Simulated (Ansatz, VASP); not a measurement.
# Two plane-wave programs on InSb3

Contents of INCAR:

```
SYSTEM = InSb3
PREC = Accurate ; ENCUT = 520
EDIFF = 1E-6 ; ISMEAR = 0
SIGMA = 0.15 ; LREAL = .False.
LASPH = .True. ; NELM = 80
ALGO = Normal ; ISIF = 2
LWAVE = .False. ; LCHARG = .False.
GGA = PE ; NBANDS = 22
```

KPOINTS

```
regular mesh
0
Gamma
  10 10 10
  0 0 0
```

File POSCAR:

```
InSb3
1.0
    4.8138627010      0.0000000000      0.0000000000
    0.0000000000      4.8138627010      0.0000000000
    0.0000000000      0.0000000000      4.8138627010
In Sb
1 3
Direct
    0.0000000000      0.0000000000      0.0000000000
    0.5000000000      0.0000000000      0.5000000000
    0.0000000000      0.5000000000      0.5000000000
    0.5000000000      0.5000000000      0.0000000000
```

Input for Ansatz:

```yaml
crystal:
  lattice:
    - [4.813862701, 0.0, 0.0]
    - [0.0, 4.813862701, 0.0]
    - [0.0, 0.0, 4.813862701]
  atoms:
    - { symbol: In, position: [0.0, 0.0, 0.0] }
    - { symbol: Sb, position: [0.5, 0.0, 0.5] }
    - { symbol: Sb, position: [0.0, 0.5, 0.5] }
    - { symbol: Sb, position: [0.5, 0.5, 0.0] }
basis:
  ecutwfc: 420
kpoints:
  mp_grid: { grid: [10, 10, 10] }
hamiltonian:
  xc: pbe
  pseudopotentials: { kind: paw, azcp: { folder: soft_1 } }
scf:
  occupations: { method: gaussian, width: 0.15 }
output:
  forces: true
  stress: true
  eigenvalues: true
  write_density: true
  write_potential: true
  elf: true
  volumetric_format: npy
```

Alike in both runs: task single point; functional PBE; k mesh 10 × 10 × 10; occupations gaussian, width 0.15 eV; no spin polarisation.

```csv
,VASP,Ansatz
version,VASP 6.6.1,Ansatz 0.2.0
potentials or method,"VASP PAW PBE potentials, release 64 (In_d, Sb), cutoff 520 eV","scalar-relativistic, plane waves, PAW"
valence electrons in the cell,28,58
```

```tsv
	VASP	Ansatz	Ansatz less VASP
gap on the k mesh at the Fermi level (eV)	none	none	-
pressure (GPa)	-0.1	0.0	+0.09
```

A gap of «none» marks a metal or a gap that the smearing closes. VASP's potentials hold 28 valence electrons a cell and Ansatz's 58, so a difference there can come from the potentials and not from the codes.

Spin-orbit coupling is off throughout.
